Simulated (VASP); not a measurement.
## Rh: single point with LDA

The system is Rh.

```
Rh
1.0
     0.00000    1.75690    1.75690
     1.75690    0.00000    1.75690
     1.75690    1.75690    0.00000
Rh
1
Cartesian
  0.0000 0.0000 0.0000
```

- Program: VASP 6.6.1
- Task: single point
- Functional: LDA
- Potentials or basis: VASP PAW LDA potentials, release 64 (Rh_pv)
- Cutoff: 520 eV
- k mesh: 22 × 22 × 22
- Occupations: gaussian, width 0.15 eV
- Spin: collinear spin, ferromagnetic start
- Starting moments: [0.5] μB
- Fixed moment: 0.5 μB
- Dipole correction: no
- Further INCAR settings: ALGO = Fast; EDIFF = 1e-07; NBANDS = 18

```yaml
Pressure: 108.8 GPa
Net_moment: 0.50 μB per cell
Site_moments: Rh +0.48 μB
Valence_electrons_inside_the_program's_atomic_spheres: Rh 14.37
```

It took 53 s on 1 thread of Intel(R) Xeon(R) 6975P-C (Granite Rapids), with other jobs on the host, peak memory 0.18 GiB.

Caveat: the cell stands under pressure; the total moment is fixed, so each spin has its own Fermi level.
